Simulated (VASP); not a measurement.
Runs of VASP 6.6.1 on GaN. The structure is that of space group Fm-3m (No. 225), or close to it. The cells are those of the table. 

| task | spin | cell | gap on the mesh (eV) | pressure (GPa) |
| --- | --- | --- | --- | --- |
| single point | non-collinear, zero start, SOC | a = 2.818 Å, angles 60.0°, 2 atoms | - | 70.3 |
| single point | off | a = 2.832 Å, angles 59.3°, 2 atoms | 1.86 | 70.3 |
| electric field gradients | off | a = 2.861 Å, angles 58.0°, 2 atoms | 1.71 | 70.6 |
| single point | off | a = 2.790 Å, angles 61.3°, 2 atoms | (a) | (b) |
| electric field gradients | off | a = 2.846, b = 2.846, c = 2.874 Å, angles 59.7, 59.7, 60.7°, 2 atoms | 1.46 | 52.4 |

Alike in all rows: level PBE; potentials or basis VASP PAW PBE potentials, release 64 (Ga_d, N); k mesh 13 × 13 × 13; cutoff (eV) 520; smearing fermi-dirac 0.02 eV.

Fill in the values left out.

(a) 1.81; (b) 70.4.

Caveats: the cell stands under pressure; an odd mesh through Γ misses points on the zone boundary, where band edges can lie (at least some runs).

A k mesh can miss the band edges, and rows without SOC leave out spin-orbit coupling on Ga.
